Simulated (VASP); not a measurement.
Wanted: the native input for a VASP 6.6.1 run.

```yaml
Task: single point
Functional: PBEsol
Potentials_or_basis: VASP PAW PBE potentials, release 64 (Pt)
Cutoff: 500 eV
k_mesh: 10 × 10 × 10
Occupations: fermi-dirac, width 0.1 eV
Spin: no spin polarisation
Dipole_correction: no
Further_INCAR_settings: ALGO = Normal; EDIFF = 1e-06; NBANDS = 11
```

The structure of Pt lies in POSCAR:

```
Pt
1.0
    0.0000000000      1.9217388582      1.9217388582
    1.9217388582      0.0000000000      1.9217388582
    1.9217388582      1.9217388582      0.0000000000
Pt
1
Direct
    0.0000000000      0.0000000000      0.0000000000
```

These files were run (other wordings do the same):

INCAR

```
PREC = Accurate ; ENCUT = 500
EDIFF = 1E-6 ; ISMEAR = -1
SIGMA = 0.1 ; LREAL = False
LASPH = True ; NELM = 120
ALGO = Normal ; ISIF = 2
LWAVE = False ; LCHARG = False
GGA = PS ; NBANDS = 11
GGA_COMPAT = False
```

KPOINTS

```
regular mesh
0
Gamma
  10 10 10
```

Potentials or basis: VASP PAW PBE potentials, release 64 (Pt).

The run is started by

```console
$ cat potpaw_PBE.64/Pt/POTCAR > POTCAR
$ mpirun -np 1 vasp_std > vasp.out
```

Results of the run:

```
Pressure               : 19.6 GPa
Band gap on the k mesh : zero (bands 5 and 6 overlap by 2.45 eV)
```

Caveat: the cell stands under pressure; the PAW data sets were made with another functional, which shifts forces and pressure a little; spin-orbit coupling is left out, which moves the levels of the heavy elements.

It took 4.4 s on 1 thread of Intel(R) Xeon(R) Platinum 8375C CPU @ 2.90GHz (Ice Lake) (shared host), peak memory 0.13 GiB.
